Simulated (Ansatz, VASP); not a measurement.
One calculation of CoSn, two programs

File INCAR:

```
PREC = Accurate
ENCUT = 520
EDIFF = 1E-6
ISMEAR = 0
SIGMA = 0.15
LREAL = False
LASPH = True
NELM = 100
ALGO = Fast
ISIF = 2
LWAVE = False
LCHARG = False
GGA = PE
NBANDS = 44
```

File KPOINTS:

```
Automatic mesh
0
Gamma
  12 12 12
```

POSCAR

```
CoSn
1.0
    5.2965850066      0.0000000000      0.0000000000
   -2.6482925033      4.5869771690      0.0000000000
    0.0000000000      0.0000000000      3.8918646638
Co Sn
3 3
Direct
    0.0000000000      0.5000000000      0.0000000000
    0.5000000000      0.5000000000      0.0000000000
    0.5000000000      0.0000000000      0.0000000000
    0.6666666667      0.3333333333      0.5000000000
    0.3333333333      0.6666666667      0.5000000000
    0.0000000000      0.0000000000      0.0000000000
```

Input for Ansatz:

```yaml
crystal:
  lattice:
    - [5.2965850066, 0.0, 0.0]
    - [-2.6482925033, 4.586977169, 0.0]
    - [0.0, 0.0, 3.8918646638]
  atoms:
    - { symbol: Co, position: [0.0, 0.5, 0.0] }
    - { symbol: Co, position: [0.5, 0.5, 0.0] }
    - { symbol: Co, position: [0.5, 0.0, 0.0] }
    - { symbol: Sn, position: [0.6666666667, 0.3333333333, 0.5] }
    - { symbol: Sn, position: [0.3333333333, 0.6666666667, 0.5] }
    - { symbol: Sn, position: [0.0, 0.0, 0.0] }
basis:
  ecutwfc: 420
kpoints:
  mp_grid: { grid: [12, 12, 12] }
hamiltonian:
  xc: pbe
scf:
  occupations: { method: gaussian, width: 0.15 }
output:
  forces: true
  stress: true
  eigenvalues: true
```

Change from the starting cell: strain +0.000 along x and y, -0.080 along z, atoms carried along.

Alike in both runs: task single point; functional PBE; k mesh 12 × 12 × 12; occupations gaussian, width 0.15 eV; no spin polarisation.

```csv
,VASP,Ansatz
version,VASP 6.6.1,Ansatz 0.2.0
potentials or method,"VASP PAW PBE potentials, release 64 (Co, Sn_d), cutoff 520 eV","scalar-relativistic, plane waves, PAW"
valence electrons in the cell,69,93
```

|  | VASP | Ansatz | Ansatz less VASP |
| --- | --- | --- | --- |
| gap on the k mesh at the Fermi level (eV) | none | none | - |
| pressure (GPa) | 14.1 | 14.2 | +0.11 |
| traceless stress, the component that is largest in VASP (GPa) | 13.26 | 13.37 | +0.112 |

A gap of «none» marks a metal or a gap that the smearing closes. VASP's potentials hold 69 valence electrons a cell and Ansatz's 93, so a difference there can come from the potentials and not from the codes.
